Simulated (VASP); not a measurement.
Write the native input for VASP 6.6.1 that does the following.

```
Task                   : single point
Functional             : r2SCAN
Potentials or basis    : VASP PAW PBE potentials, release 64 (C_h)
Cutoff                 : 1430 eV
k mesh                 : 12 × 12 × 12
Occupations            : gaussian, width 0.05 eV
Spin                   : no spin polarisation
Dipole correction      : no
Further INCAR settings : ALGO = Normal; EDIFF = 1e-06; NBANDS = 11
```

Crystal: C.

```
C
1.0
     0.00000    1.73564    1.86915
     1.73564    0.00000    1.86915
     1.73564    1.73564    0.00000
C
2
Direct
  0.50000 0.50000 0.50000
  0.75000 0.75000 0.75000
```

This cell differs from its parent crystal: strain -0.025 along x and y, +0.050 along z.

One way to write it, as run:

POSCAR

```
C
1.0
    0.0000000000      1.7356381642      1.8691487922
    1.7356381642      0.0000000000      1.8691487922
    1.7356381642      1.7356381642      0.0000000000
C
2
Direct
    0.5000000000      0.5000000000      0.5000000000
    0.7500000000      0.7500000000      0.7500000000
```

INCAR.step1

```
PREC     = Accurate       # precision mode
ENCUT    = 1430           # plane-wave cutoff, eV
ISMEAR   = 0              # smearing method
SIGMA    = 0.05           # smearing width, eV
LREAL    = F              # projectors in reciprocal space
LASPH    = T              # aspherical terms in the spheres
NELM     = 120            # most SCF steps
NBANDS   = 11             # bands
GGA      = PE             # functional
ALGO     = Normal         # electronic algorithm
EDIFF    = 1E-5           # SCF threshold, eV
LWAVE    = T              # write WAVECAR
LCHARG   = F              # write CHGCAR
GGA_COMPAT= F
```

INCAR.step2

```
PREC     = Accurate       # precision mode
ENCUT    = 1430           # plane-wave cutoff, eV
EDIFF    = 1E-6           # SCF threshold, eV
ISMEAR   = 0              # smearing method
SIGMA    = 0.05           # smearing width, eV
LREAL    = F              # projectors in reciprocal space
LASPH    = T              # aspherical terms in the spheres
NELM     = 120            # most SCF steps
ALGO     = Normal         # electronic algorithm
ISIF     = 2              # what is computed and relaxed
LWAVE    = F              # write WAVECAR
LCHARG   = T              # write CHGCAR
METAGGA  = R2SCAN         # meta-GGA
LMIXTAU  = T            
LELF     = T              # ELF
LVHAR    = T            
NBANDS   = 11             # bands
ISTART   = 1            
GGA_COMPAT= F
```

KPOINTS

```
regular mesh
0
Gamma
  12 12 12
```

Potentials or basis: VASP PAW PBE potentials, release 64 (C_h).

Run with:

```sh
$ cat potpaw_PBE.64/C_h/POTCAR > POTCAR
$ cp INCAR.step1 INCAR
$ mpirun -np 1 vasp_std > vasp.out
$ cp INCAR.step2 INCAR
$ mpirun -np 1 vasp_std > vasp.out
```

Results of the run:

The pressure is 0.5 GPa and the band gap on the k mesh is 3.41 eV (least direct gap 5.20 eV).

Caveat: the cell differs from its parent crystal (strain -0.025 along x and y, +0.050 along z); the stress differs along the axes, from -52 to 27 GPa; the PAW data sets were made with another functional, which shifts forces and pressure a little.

Run time: 110 s on 1 thread of Intel(R) Xeon(R) Platinum 8488C (Sapphire Rapids) (shared host), peak memory 0.21 GiB.
